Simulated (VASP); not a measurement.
Set up this calculation in VASP 6.6.1, as the native input.

- Task: single point
- Functional: PBE
- Potentials or basis: VASP PAW PBE potentials, release 64 (Ti_sv, Sn_d, Te)
- Cutoff: 520 eV
- k mesh: 5 × 5 × 5
- Occupations: gaussian, width 0.2 eV
- Spin: no spin polarisation
- Dipole correction: no
- Further INCAR settings: ALGO = Normal; EDIFF = 1e-06; NBANDS = 33

The structure of Ti2SnTe2 lies in POSCAR:

```
Ti2SnTe2
1.0
    1.9489637982      1.1252347735      9.8296236734
   -1.9489637982      1.1252347735      9.8296236734
    0.0000000000     -2.2504695471      9.8296236734
Ti Sn Te
2 1 2
Direct
    0.3904914088      0.3904914088      0.3904914088
    0.6095085912      0.6095085912      0.6095085912
    0.0000000000      0.0000000000      0.0000000000
    0.7783424815      0.7783424815      0.7783424815
    0.2216575185      0.2216575185      0.2216575185
```

The input as run:

INCAR

```
PREC = Accurate
ENCUT = 520
EDIFF = 1E-6
ISMEAR = 0
SIGMA = 0.2
LREAL = False
LASPH = True
NELM = 80
ALGO = Normal
ISIF = 2
LWAVE = False
LCHARG = False
GGA = PE
NBANDS = 33
```

KPOINTS

```
Automatic mesh
0
Gamma
  5 5 5
```

Potentials or basis: VASP PAW PBE potentials, release 64 (Ti_sv, Sn_d, Te).

Command:

```console
$ cat potpaw_PBE.64/Ti_sv/POTCAR potpaw_PBE.64/Sn_d/POTCAR potpaw_PBE.64/Te/POTCAR > POTCAR
$ mpirun -np 1 vasp_std > vasp.out
```

It gave:

The pressure is -0.2 GPa. The largest force is 0.045 eV/Å and the band gap on the k mesh is zero (band 25 reaches 7.24 eV, above the bottom of band 26 at 6.51 eV).

Caveat: the k points lie up to 0.37 Å⁻¹ apart; spin-orbit coupling is left out, which moves the levels of the heavy elements.

Wall time 15 min on 1 thread of Intel(R) Xeon(R) Platinum 8259CL CPU @ 2.50GHz (Skylake/Cascade Lake), on a shared host, peak memory 0.96 GiB.
